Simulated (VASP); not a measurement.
Wanted: the native input for a VASP 6.6.1 run.

| Quantity | Value |
| --- | --- |
| Task | relaxation of the atoms |
| Functional | PBEsol |
| Potentials or basis | VASP PAW PBE potentials, release 64 (Mo_sv) |
| Cutoff | 520 eV |
| k mesh | 13 × 13 × 1 |
| Occupations | fermi-dirac, width 0.08 eV |
| Spin | no spin polarisation |
| Dipole correction | yes |
| Further INCAR settings | ALGO = Normal; EDIFF = 1e-06; IBRION = 2; EDIFFG = -0.01; NSW = 60 |

The structure of Mo lies in POSCAR:

```
Mo
1.0
    2.7101533902      0.0000000000      0.0000000000
   -0.9033844634      2.5551571203      0.0000000000
    0.0000000000      0.0000000000     24.8513000000
Mo
5
Direct
    0.0000000000      0.0000000000      0.3219142681
    0.5000000000      0.5000000000      0.4109571338
    0.0000000000      0.0000000000      0.5000000000
    0.5000000000      0.5000000000      0.5890428662
    0.0000000000      0.0000000000      0.6780857319
```

These files were run (other wordings do the same):

INCAR

```
ALGO = Normal
DIPOL = 0.5 0.5 0.500
EDIFF = 1E-6
EDIFFG = -0.01
ENCUT = 520
GGA = PS
IBRION = 2
IDIPOL = 3
ISIF = 2
ISMEAR = -1
KPAR = 4
LASPH = True
LCHARG = False
LDIPOL = True
LREAL = False
LWAVE = False
NELM = 80
NSW = 60
PREC = Accurate
SIGMA = 0.08
```

KPOINTS

```
k-points
0
Gamma
  13 13 1
```

Potentials or basis: VASP PAW PBE potentials, release 64 (Mo_sv).

Launch:

```console
$ cat potpaw_PBE.64/Mo_sv/POTCAR > POTCAR
$ mpirun -np 4 vasp_std > vasp.out
```

It gave:

```
Energy gained by relaxing : 13.2 meV/atom
Ionic steps               : 9
Band gap on the k mesh    : zero (bands 35 and 36 overlap by 2.30 eV)
```

It took 6.3 min on 4 MPI ranks on Intel(R) Xeon(R) 6975P-C (Granite Rapids), with other jobs on the host, peak memory 0.41 GiB a rank.
